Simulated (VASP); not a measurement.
# Zr (P6_3/mmc) in VASP: relaxation of cell and atoms with r2SCAN

Aim: the relaxation of cell and atoms of Zr with r2SCAN.

All numbers are computed with VASP 6.6.1; they aren't measurements. Logs are shortened: lines on timing, memory, paths and dates and some standing lists are left out, and cuts for length are marked.

## 1. The cell of the first run

Symmetry: P6_3/mmc, No. 194, hexagonal system. The conventional cell has a = 3.232 Å, b = 3.232 Å, c = 5.147 Å, α = 90.00°, β = 90.00°, γ = 120.00°. Zr (site symmetry -6m2) has 12 Zr at 3.18 to 3.23 Å within 4.2 Å.

## 2. Relaxation of cell and atoms, r2SCAN

File POSCAR:

```
Zr
1.0
    3.2320000000      0.0000000000      0.0000000000
   -1.6160000000      2.7989941050      0.0000000000
    0.0000000000      0.0000000000      5.1470000000
Zr
2
Direct
    0.3333333333      0.6666666667      0.2500000000
    0.6666666667      0.3333333333      0.7500000000
```

File INCAR.step1:

```
SYSTEM = Zr
PREC     = Accurate       ! precision mode
ENCUT    = 600            ! plane-wave cutoff, eV
ISMEAR   = 0              ! smearing method
SIGMA    = 0.1            ! smearing width, eV
LREAL    = .FALSE.        ! projectors in reciprocal space
LASPH    = .TRUE.         ! aspherical terms in the spheres
NELM     = 80             ! most SCF steps
GGA      = PE             ! functional
ALGO     = Normal         ! electronic algorithm
EDIFF    = 1E-4           ! SCF threshold, eV
LWAVE    = .TRUE.         ! write WAVECAR
LCHARG   = .FALSE.        ! write CHGCAR
```

File INCAR.step2:

```
SYSTEM = Zr
PREC     = Accurate       ! precision mode
ENCUT    = 600            ! plane-wave cutoff, eV
EDIFF    = 1E-6           ! SCF threshold, eV
ISMEAR   = 0              ! smearing method
SIGMA    = 0.1            ! smearing width, eV
LREAL    = .FALSE.        ! projectors in reciprocal space
LASPH    = .TRUE.         ! aspherical terms in the spheres
NELM     = 80             ! most SCF steps
ALGO     = Normal         ! electronic algorithm
ISIF     = 3              ! what is computed and relaxed
LWAVE    = .FALSE.        ! write WAVECAR
LCHARG   = .FALSE.        ! write CHGCAR
METAGGA  = R2SCAN         ! meta-GGA
LMIXTAU  = .TRUE.       
IBRION   = 2              ! ionic algorithm
NSW      = 100            ! ionic steps
EDIFFG   = -0.005         ! ionic threshold
ISTART   = 1
```

File KPOINTS:

```
regular mesh
0
G
  15 15 8
  0 0 0
```

Potentials or basis: VASP PAW PBE potentials, release 64 (Zr_sv).

On the command line:

```
$ cat potpaw_PBE.64/Zr_sv/POTCAR > POTCAR
$ cp INCAR.step1 INCAR
$ mpirun -np 1 vasp_std > vasp.out
$ cp INCAR.step2 INCAR
$ mpirun -np 1 vasp_std > vasp.out
```

OUTCAR:

```text
SYSTEM = Zr
   PREC = Accurate
   ENCUT = 600
   EDIFF = 1E-6
   ISMEAR = 0
   LREAL = .FALSE.
   LASPH = .TRUE.
   NELM = 80
   ISIF = 3
   METAGGA = R2SCAN
   IBRION = 2
   NSW = 100
   EDIFFG = -0.005
   ISTART = 1

 ion  position               nearest neighbor table
   1  0.333  0.667  0.250-   2 3.18   2 3.18   2 3.18   2 3.18   2 3.18   2 3.18
   2  0.667  0.333  0.750-   1 3.18   1 3.18   1 3.18   1 3.18   1 3.18   1 3.18

  LATTYP: Found a hexagonal cell.
 ALAT       =     3.2320000000
 C/A-ratio  =     1.5925123762

  Lattice vectors:

 A1 = (   3.2320000000,   0.0000000000,   0.0000000000)
 A2 = (  -1.6160000000,   2.7989941050,   0.0000000000)
 A3 = (   0.0000000000,   0.0000000000,   5.1470000000)

Analysis of symmetry for initial positions (statically):
=====================================================================
 Subroutine PRICEL returns:
 Original cell was already a primitive cell.

 Routine SETGRP: Setting up the symmetry group for a
 hexagonal supercell.

 Subroutine GETGRP returns: Found 24 space group operations
 (whereof 12 operations were pure point group operations)
 out of a pool of 24 trial point group operations.

The static configuration has the point symmetry D_3d.
 The point group associated with its full space group is D_6h.

Analysis of symmetry for dynamics (positions and initial velocities):
=====================================================================
 Subroutine PRICEL returns:
 Original cell was already a primitive cell.

 Routine SETGRP: Setting up the symmetry group for a
 hexagonal supercell.

 Subroutine GETGRP returns: Found 24 space group operations
 (whereof 12 operations were pure point group operations)
 out of a pool of 24 trial point group operations.

The dynamic configuration has the point symmetry D_3d.
 The point group associated with its full space group is D_6h.

 Subroutine INISYM returns: Found 24 space group operations
 (whereof 12 operations are pure point group operations),
 and found     1 'primitive' translations

----------------------------------------------------------------------------------------

                                     Primitive cell

  volume of cell :      46.5616

  direct lattice vectors                    reciprocal lattice vectors
     3.232000000  0.000000000  0.000000000     0.309405941  0.178635603  0.000000000
    -1.616000000  2.798994105  0.000000000     0.000000000  0.357271206  0.000000000
     0.000000000  0.000000000  5.147000000     0.000000000  0.000000000  0.194287935

  length of vectors
     3.232000000  3.232000000  5.147000000     0.357271206  0.357271206  0.194287935

  position of ions in fractional coordinates (direct lattice)
     0.333333333  0.666666667  0.250000000
     0.666666667  0.333333333  0.750000000

  ion indices of the primitive-cell ions
   primitive index   ion index
                 1           1
                 2           2

----------------------------------------------------------------------------------------

 KPOINTS: regular mesh

Automatic generation of k-mesh.
 Grid dimensions read from file:
 generate k-points for:   15   15    8

 Generating k-lattice:

  Cartesian coordinates                     Fractional coordinates (reciprocal lattice)
     0.020627063  0.011909040  0.000000000     0.066666667  0.000000000  0.000000000
     0.000000000  0.023818080  0.000000000     0.000000000  0.066666667  0.000000000
     0.000000000  0.000000000  0.024285992     0.000000000  0.000000000  0.125000000

  Length of vectors
     0.023818080  0.023818080  0.024285992

  Shift w.r.t. Gamma in fractional coordinates (k-lattice)
     0.000000000  0.000000000  0.000000000

 Subroutine IBZKPT returns following result:
 ===========================================

 Found    135 irreducible k-points:

 Following reciprocal coordinates:
            Coordinates               Weight
  0.000000  0.000000  0.000000      1.000000
  0.066667 -0.000000  0.000000      6.000000
  0.133333 -0.000000  0.000000      6.000000
  0.200000 -0.000000  0.000000      6.000000
  0.266667 -0.000000  0.000000      6.000000
  0.333333  0.000000  0.000000      6.000000
[... 16 lines left out ...]
  0.333333  0.200000  0.000000     12.000000
  0.400000  0.200000  0.000000      6.000000
 [... further k-points ...]
   k-points           NKPTS =    135   k-points in BZ     NKDIM =    135   number of bands    NBANDS=     16
   number of dos      NEDOS =    301   number of ions     NIONS =      2
   total plane-waves  NPLWV =  32928
   dimension x,y,z NGX =    28 NGY =   28 NGZ =   42
   dimension x,y,z NGXF=    56 NGYF=   56 NGZF=   84
   ions per type =               2
   NGX,Y,Z   is equivalent  to a cutoff of  14.40, 14.40, 13.57 a.u.
   NGXF,Y,Z  is equivalent  to a cutoff of  28.80, 28.80, 27.13 a.u.
 SYSTEM =  Zr
   PREC   = accura    normal or accurate (medium, high low for compatibility)
   ISTART =      1    job   : 0-new  1-cont  2-samecut
   ICHARG =      0    charge: 1-file 2-atom 10-const
   ISPIN  =      1    spin polarized calculation?
   LNONCOLLINEAR =      F non collinear calculations
   LSORBIT =      F    spin-orbit coupling
   LASPH  =      T    aspherical Exc in radial PAW
   ENCUT  =  600.0 eV  44.10 Ry    6.64 a.u.   6.46  6.46 10.28*2*pi/ulx,y,z
   NELM   =     80;   NELMIN=  2; NELMDL=  0     # of ELM steps
   EDIFF  = 0.1E-05   stopping-criterion for ELM
   LREAL  =      F    real-space projection
   EDIFFG = -.5E-02   stopping-criterion for IOM
   NSW    =    100    number of steps for IOM
   IBRION =      2    ionic relax: 0-MD 1-quasi-New 2-CG
   NFREE  =      1    steps in history (QN), initial steepest desc. (CG)
   ISIF   =      3    stress and relaxation
   ISYM   =      2    0-nonsym 1-usesym 2-fastsym
   POTIM  = 0.5000    time-step for ionic-motion
   TEBEG  =    0.0;   TEEND  =   0.0 temperature during run
   PSTRESS=    0.0 pullay stress
   NELECT =      24.0000    total number of electrons
   NUPDOWN=      -1.0000    fix difference up-down
   EMIN   =  10.00;   EMAX   =-10.00  energy-range for DOS
   EFERMI =   0.00;   METHOD = LEGACY
   ISMEAR =     0;   SIGMA  =   0.10  broadening in eV -4-tet -1-fermi 0-gaus
   EFERMI_NEDOS =   21; number of points for ismear=-14 and -15
   IALGO  =     38    algorithm
   IMIX   =      4    mixing-type and parameters
     AMIX     =   0.40;   BMIX     =  1.00
     AMIX_MAG =   1.60;   BMIX_MAG =  1.00
  volume/ion in A,a.u.               =      23.28       157.11
  Fermi-wavevector in a.u.,A,eV,Ry     =   1.312611  2.480475 23.442130  1.722948
  Thomas-Fermi vector in A             =   2.442991
   LORBIT       =      0    0 simple, 1 ext, 2 COOP (PROOUT), +10 PAW based schemes
   METAGGA = R2SCAN    functional components
   LHFCALC =     F    Hartree Fock is set to
   AEXX    =    0.0000 exact exchange contribution
   IVDW    =     0    specifies the selected vdW correction
   LEPSILON=     F    determine dielectric tensor
   LRPA    =     F    only Hartree local field effects (RPA)
 conjugate gradient relaxation of ions
 non-spin polarized calculation
 Gauss-broadening in eV      SIGMA  =   0.10
  energy-cutoff  :      600.00
  volume of cell :       46.56
 maximum number of plane-waves:      1582
 NGX is ok and might be reduce to    28
   NGX = 13   NGY = 13   NGZ = 21

--------------------------------------- Ionic step        1  -------------------------------------------

 number of electron      24.0000000 magnetization

 Free energy of the ion-electron system (eV)
  ---------------------------------------------------
  ext. energy  EPLUGINS =         0.00000000
  ---------------------------------------------------
  free energy    TOTEN  =       -45.50113197 eV

  energy without entropy =      -45.49326750  energy(sigma->0) =      -45.49719974

------------------------ aborting loop because EDIFF is reached ----------------------------------------

  FORCE on cell =-STRESS in cart. coord.  units (eV):
  Direction    XX          YY          ZZ          XY          YZ          ZX
  --------------------------------------------------------------------------------------
  -------------------------------------------------------------------------------------
  Total        0.2984388      0.2984388      0.1823444      0.0000000      0.0000000      0.0000000
  in kB       10.2692400     10.2692400      6.2744467      0.0000000      0.0000000      0.0000000
  external PRESSURE =       8.9376423 kB  Pullay stress =       0.0000000 kB
[... 201 lines left out ...]
  energy  without entropy=      -45.4948280137  energy(sigma->0) =      -45.49867669

--------------------------------------- Ionic step        7  -------------------------------------------

 number of electron      24.0000000 magnetization

 Free energy of the ion-electron system (eV)
  ---------------------------------------------------
  ext. energy  EPLUGINS =         0.00000000
  ---------------------------------------------------
  free energy    TOTEN  =       -45.50252516 eV

  energy without entropy =      -45.49481923  energy(sigma->0) =      -45.49867220

 E-fermi :   8.9584     XC(G=0): -11.9033

 val. band max:        8.9494908655   @ k =   0.3333   0.2000   0.5000
 cond. band min:       8.9690441310   @ k =   0.2667   0.2000   0.3750
 fundamental gap:      0.0195532655
 Fermi energy:         8.9584113413

 k-point     1 :       0.0000    0.0000    0.0000
  band No.  band energies     occupation
      1     -41.6381      2.00000
      2     -41.4749      2.00000
      3     -19.4881      2.00000
      4     -18.5901      2.00000
      5     -18.5901      2.00000
      6     -18.4511      2.00000
[... 8 lines left out ...]
     15      10.6542      0.00000
     16      10.6542      0.00000
[... 420 lines left out ...]
  band No.  band energies     occupation
      1     -41.4806      2.00000
      2     -41.4475      2.00000
      3     -19.2200      2.00000
      4     -19.0478      2.00000
      5     -18.9721      2.00000
      6     -18.9295      2.00000
[... 8 lines left out ...]
     15      10.7176      0.00000
     16      13.3639      0.00000

 [... further k-points ...]

------------------------ aborting loop because EDIFF is reached ----------------------------------------

  FORCE on cell =-STRESS in cart. coord.  units (eV):
  Direction    XX          YY          ZZ          XY          YZ          ZX
  --------------------------------------------------------------------------------------
  -------------------------------------------------------------------------------------
  Total        0.0018889      0.0018889      0.0083420      0.0000000      0.0000000      0.0000000
  in kB        0.0643975      0.0643975      0.2844019      0.0000000      0.0000000      0.0000000
  external PRESSURE =       0.1377323 kB  Pullay stress =       0.0000000 kB
[... 17 lines left out ...]
  FREE ENERGIE OF THE ION-ELECTRON SYSTEM (eV)
  ---------------------------------------------------
  free  energy   TOTEN  =       -45.5025251619 eV

  energy  without entropy=      -45.4948192315  energy(sigma->0) =      -45.49867220

 reached required accuracy - stopping structural energy minimisation
```

Run time: 21 min. Hardware: 1 thread of AMD EPYC 9R45 (Zen 5), shared host; peak memory 0.24 GiB.

What came out:

```
Free energy                           : -45.5025 eV
Relaxed volume                        : 23.50 Å³/atom
Relaxed cell                          : a = 3.247 Å, b = 3.247 Å, c = 5.148 Å, α = 90.00°, β = 90.00°, γ = 120.00°
Space group after relaxing (to 0.1 Å) : P6_3/mmc (No. 194)
Energy gained by relaxing             : 0.7 meV/atom
Ionic steps                           : 7
Pressure after relaxing               : 0.0 GPa
Band gap on the k mesh                : zero (bands 12 and 13 overlap by 1.27 eV)
```

Step by step:
| step | energy change (eV) | largest force (eV/Å) | pressure (GPa) | volume (Å³) |
| --- | --- | --- | --- | --- |
| 1 | 0.0000 | 0.0000 | 0.89 | 46.56 |
| 2 | -0.0001 | 0.0000 | -0.89 | 47.44 |
| 3 | -0.0013 | 0.0000 | -0.05 | 47.01 |
| 4 | -0.0013 | 0.0000 | -0.02 | 47.00 |
| 5 | -0.0014 | 0.0000 | 0.00 | 47.00 |
| 6 | -0.0014 | 0.0000 | 0.02 | 46.99 |
| 7 | -0.0014 | 0.0000 | 0.01 | 46.99 |

Final structure:
```yaml
crystal:
  lattice:
    - [3.24673, 0.00000, 0.00000]
    - [-1.62336, 2.81175, 0.00000]
    - [0.00000, 0.00000, 5.14785]
  atoms:
    - { symbol: Zr, position: [0.33333, 0.66667, 0.25000] }
    - { symbol: Zr, position: [0.66667, 0.33333, 0.75000] }
```

Caveat: the PAW data sets were made with another functional, which shifts forces and pressure a little.
